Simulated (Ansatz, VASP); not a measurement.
# Be: VASP beside Ansatz

Contents of POSCAR:

```
Be
1.0
    2.2645998697      0.0000000000      0.0000000000
   -1.1322999349      1.9612010165      0.0000000000
    0.0000000000      0.0000000000      3.5612588026
Be
2
Direct
    0.3333333333      0.6666666667      0.2500000000
    0.6666666667      0.3333333333      0.7500000000
```

INCAR.step1

```
PREC = Accurate
ENCUT = 520
ISMEAR = -1
SIGMA = 0.1
LREAL = False
LASPH = True
NELM = 100
NBANDS = 9
GGA = PE
ALGO = Normal
EDIFF = 1E-4
LWAVE = True
LCHARG = False
```

The input INCAR.step2:

```
PREC = Accurate
ENCUT = 520
EDIFF = 1E-6
ISMEAR = -1
SIGMA = 0.1
LREAL = False
LASPH = True
NELM = 100
ALGO = Normal
ISIF = 2
LWAVE = False
LCHARG = False
METAGGA = R2SCAN
LMIXTAU = True
NBANDS = 9
ISTART = 1
```

File KPOINTS:

```
Automatic mesh
0
Gamma
  16 16 9
```

Input for Ansatz:

```yaml
crystal:
  lattice:
    - [2.2645998697, 0.0, 0.0]
    - [-1.1322999349, 1.9612010165, 0.0]
    - [0.0, 0.0, 3.5612588026]
  atoms:
    - { symbol: Be, position: [0.3333333333, 0.6666666667, 0.25] }
    - { symbol: Be, position: [0.6666666667, 0.3333333333, 0.75] }
hamiltonian:
  xc: r2scan
  pseudopotentials:
    kind: paw
    azcp:
      Be: "pseudopotentials/Be.paw.azcp"
basis:
  ecutwfc: 500
  fft_grid_basis: typed
kpoints:
  mp_grid: { grid: [16, 16, 9], shift: [0, 0, 0] }
magnetization:
  spin_polarized: false
scf:
  occupations: { method: fermi_dirac, width: 0.1 }
  lower_state_search: "off"
output:
  stress: true
  write_density: true
  write_potential: true
  elf: true
  volumetric_format: npy
```

Alike in both runs: task single point; functional r2SCAN; k mesh 16 × 16 × 9; occupations fermi-dirac, width 0.1 eV; no spin polarisation.

|  | VASP | Ansatz |
| --- | --- | --- |
| version | VASP 6.6.1 | Ansatz 0.2.0 |
| potentials or method | VASP PAW PBE potentials, release 64 (Be), cutoff 520 eV | plane waves (500 eV) with PAW, scalar-relativistic |
| valence electrons in the cell | 4 | 4 |

Ansatz gave:

```
pressure (GPa)                                                : 0.0
traceless stress, the component that is largest in VASP (GPa) : 0.00
```

Question: What did VASP give for the same quantities?

Answer: Pressure (GPa): 0.2; traceless stress, the component that is largest in VASP (GPa): 0.06.

VASP's potentials were made for PBE, not for r2SCAN. With one functional, cell and mesh, what is left measures potentials, basis and numerics.
